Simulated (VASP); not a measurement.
**Sb: single point with PBE**

Crystal: Sb.

```
Sb
1.0
     2.15420    1.24373    3.75800
    -2.15420    1.24373    3.75800
     0.00000   -2.48746    3.75800
Sb
2
Direct
  0.23349 0.23349 0.23349
  0.76651 0.76651 0.76651
```

| Item | Value |
| --- | --- |
| Program | VASP 6.6.1 |
| Task | single point |
| Functional | PBE |
| Potentials or basis | VASP PAW PBE potentials, release 64 (Sb) |
| Cutoff | 500 eV |
| k mesh | 2 × 2 × 2 |
| Occupations | methfessel-paxton, width 0.05 eV |
| Spin | no spin polarisation |

```json
{
  "Pressure": "9.4 GPa",
  "Largest force": "1.853 eV/Å",
  "Band gap on the k mesh": "0.16 eV, indirect (least direct gap 0.17 eV)"
}
```

Forces on the atoms (eV/Å):
```
Sb   0.000  0.000 -1.853
Sb   0.000  0.000  1.853
```

Stress tensor (GPa, compression positive):
```
10.05  0.00  0.00
 0.00 10.05  0.00
 0.00  0.00  7.96
```

Levels at points of the mesh, in eV from the valence-band top:
```
           k point  band 1  band 2  band 3  band 4  band 5  band 6  band 7  band 8  band 9  band 10
(0.00, 0.00, 0.00)  -12.37   -4.45   -1.76   -1.47   -1.47    2.51    2.98    2.98    5.36     5.36
(0.50, 0.00, 0.00)   -9.99   -9.31   -1.59   -1.50   -0.01    0.16    0.48    0.74    7.87     8.51
(0.50, 0.50, 0.00)   -9.99   -7.61   -5.18   -3.47   -3.35    1.86    5.23    5.85    7.29     9.01
(0.50, 0.50, 0.50)  -10.78   -8.73   -0.96   -0.96    0.00    0.38    0.38    1.37    7.40     8.95
```

Run time: 7.2 s on 1 thread of Intel(R) Xeon(R) 6975P-C (Granite Rapids), on a shared host, peak memory 0.19 GiB.

Caveat: the k points lie up to 0.89 Å⁻¹ apart; spin-orbit coupling is left out, which moves the levels of the heavy elements; forces of over 1 eV/Å act on the atoms, so gaps and moduli don't describe the material at rest. A k mesh can miss the band edges.
